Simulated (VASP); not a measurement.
Crystal: Rh.

```
Rh
1.0
     2.68397    0.00000    0.00000
     1.34198    2.32438    0.00000
     1.34198    0.77479    2.19145
Rh
1
Direct
  0.00000 0.00000 0.00000
```

| Property | Result |
| --- | --- |
| Program | VASP 6.6.1 |
| Task | relaxation of cell and atoms |
| Functional | LDA |
| Potentials or basis | VASP PAW LDA potentials, release 64 (Rh_pv) |
| Cutoff | 600 eV |
| k mesh | 12 × 12 × 12 |
| Occupations | fermi-dirac, width 0.1 eV |
| Spin | no spin polarisation |

At the start: pressure -8.8 GPa; volume 13.67 Å³/atom.

Q: Where does the relaxation end?

A: Over 4 steps the energy falls by 11.5 meV/atom and the volume is 13.26 Å³/atom (-3.0 %); space group Fm-3m (No. 225, to 0.1 Å) before and after.

Step by step:
```
step  energy change (eV)  largest force (eV/Å)  pressure (GPa)  volume (Å³)
   1              0.0000                0.0000           -8.83        13.67
   2              0.0815                0.0000           31.42        12.23
   3             -0.0115                0.0000           -0.35        13.28
   4             -0.0115                0.0000            0.01        13.26
```

Final structure:
```xyz
1
Lattice="2.6571 0.0000 0.0000 1.3285 2.3011 0.0000 1.3285 0.7670 2.1695" Properties=species:S:1:pos:R:3 pbc="T T T"
Rh    2.6571    0.0000    0.0000
```
